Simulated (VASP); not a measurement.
# SnS2: single point with PBE+D3(BJ)

SnS2, a slab with vacuum:

```xyz
27
Lattice="11.0092 0.0000 0.0000 -5.5046 9.5343 0.0000 0.0000 0.0000 18.9563" Properties=species:S:1:pos:R:3 pbc="T T T"
S     0.0000    2.1187    8.0000
S    -1.8349    5.2968    8.0000
S    -3.6697    8.4749    8.0000
S     3.6697    2.1187    8.0000
S     1.8349    5.2968    8.0000
S     0.0000    8.4749    8.0000
S     7.3395    2.1187    8.0000
S     5.5046    5.2968    8.0000
S     3.6697    8.4749    8.0000
S     1.8349    1.0594   10.9635
S     0.0000    4.2375   10.9635
S    -1.8349    7.4155   10.9635
S     5.5046    1.0594   10.9635
S     3.6697    4.2375   10.9635
S     1.8349    7.4155   10.9635
S     9.1744    1.0594   10.9635
S     7.3395    4.2375   10.9635
S     5.5046    7.4155   10.9635
Sn    0.0000    0.0000    9.4818
Sn   -1.8349    3.1781    9.4818
Sn   -3.6697    6.3562    9.4818
Sn    3.6697    0.0000    9.4818
Sn    1.8349    3.1781    9.4818
Sn    0.0000    6.3562    9.4818
Sn    7.3395    0.0000    9.4818
Sn    5.5046    3.1781    9.4818
Sn    3.6697    6.3562    9.4818
```

```yaml
Program: VASP 6.6.1
Task: single point
Functional: PBE
Dispersion: D3(BJ)
Potentials_or_basis: VASP PAW PBE potentials, release 64 (S, Sn_d)
Cutoff: 520 eV
k_mesh: 2 × 2 × 1
Occupations: gaussian, width 0.05 eV
Spin: no spin polarisation
Dipole_correction: yes
Further_INCAR_settings: LREAL = Auto; ALGO = Normal; EDIFF = 1e-07; NBANDS = 136
```

```json
{
 "Largest force": "0.004 eV/Å",
 "Band gap on the k mesh": "1.58 eV",
 "Dispersion energy per atom": "-0.232 eV",
 "Ionisation potential of the upper face": "6.76 eV"
}
```

Forces in eV/Å, atoms in the order of the input:
```
S    0.000  0.000  0.004
S    0.000  0.000  0.004
S    0.000  0.000  0.004
S    0.000  0.000  0.004
S    0.000  0.000  0.004
S    0.000  0.000  0.004
S    0.000  0.000  0.004
S    0.000  0.000  0.004
S    0.000  0.000  0.004
S    0.000  0.000 -0.004
S    0.000  0.000 -0.004
S    0.000  0.000 -0.004
S    0.000  0.000 -0.004
S    0.000  0.000 -0.004
S    0.000  0.000 -0.004
S    0.000  0.000 -0.004
S    0.000  0.000 -0.004
S    0.000  0.000 -0.004
Sn   0.000  0.000  0.000
Sn   0.000  0.000  0.000
Sn   0.000  0.000  0.000
Sn   0.000  0.000  0.000
Sn   0.000  0.000  0.000
Sn   0.000  0.000  0.000
Sn   0.000  0.000  0.000
Sn   0.000  0.000  0.000
Sn   0.000  0.000  0.000
```

Levels at points of the mesh, in eV from the valence-band top:
| k point | band 115 | band 116 | band 117 | band 118 | band 119 | band 120 |
| --- | --- | --- | --- | --- | --- | --- |
| (0.00, 0.00, 0.00) | -0.15 | -0.09 | -0.09 | 2.09 | 2.09 | 2.09 |
| (0.50, 0.00, 0.00) | -0.25 | 0.00 | 0.00 | 1.58 | 2.44 | 2.44 |

Run time: 30 min on 1 thread of Intel(R) Xeon(R) Platinum 8259CL CPU @ 2.50GHz (Skylake/Cascade Lake), with other jobs on the host, peak memory 1.9 GiB.

Caveat: spin-orbit coupling is left out, which moves the levels of the heavy elements.
